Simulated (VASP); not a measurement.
Here is a VASP 6.6.1 calculation.

File INCAR:

```
PREC = Accurate
ENCUT = 600
EDIFF = 1E-6
ISMEAR = -1
SIGMA = 0.05
LREAL = F
LASPH = T
NELM = 150
ALGO = Normal
ISIF = 3
LWAVE = F
LCHARG = F
ISPIN = 2
MAGMOM = 2 0
LORBIT = 11
LMAXMIX = 4
GGA = PE
IVDW = 12
IBRION = 2
NSW = 60
EDIFFG = -0.01
```

Contents of KPOINTS:

```
Automatic mesh
0
Gamma
  11 11 10
```

POSCAR

```
CoO
1.0
    2.8562992300      0.0000000000      0.0000000000
   -1.4281496100      2.4736276900      0.0000000000
    0.0000000000      0.0000000000      2.7876065300
Co O
1 1
Direct
    0.0000000000      0.0000000000      0.0000000000
    0.6666666667      0.3333333333      0.5000000000
```

Potentials or basis: VASP PAW PBE potentials, release 64 (Co, O).

Launch:

```sh
$ cat potpaw_PBE.64/Co/POTCAR potpaw_PBE.64/O/POTCAR > POTCAR
$ mpirun -np 1 vasp_std > vasp.out
```

Problem. What does it give for the net moment?

Solution. 3.00 μB per cell.

Problem. Estimate the site moments.

Solution. Co +2.54; O +0.41 μB.

Problem. Estimate the relaxed cell.

Solution. a = 2.800 Å, b = 2.800 Å, c = 2.708 Å, α = 90.00°, β = 90.00°, γ = 120.00°.

Step by step:
| step | energy change (eV) | largest force (eV/Å) | pressure (GPa) | volume (Å³) |
| --- | --- | --- | --- | --- |
| 1 | 0.0000 | 0.0000 | -6.45 | 19.70 |
| 2 | -0.0512 | 0.0000 | -1.84 | 18.59 |
| 3 | -0.0518 | 0.0000 | -1.02 | 18.51 |
| 4 | -0.0518 | 0.0000 | 0.75 | 18.35 |
| 5 | -0.0521 | 0.0000 | -0.09 | 18.43 |
| 6 | -0.0520 | 0.0000 | -0.37 | 18.45 |
| 7 | -0.0522 | 0.0000 | -0.17 | 18.42 |
| 8 | -0.0523 | 0.0000 | 0.04 | 18.39 |

Caveat: a cell with one magnetic atom can't hold antiferromagnetic order, which such compounds often take.
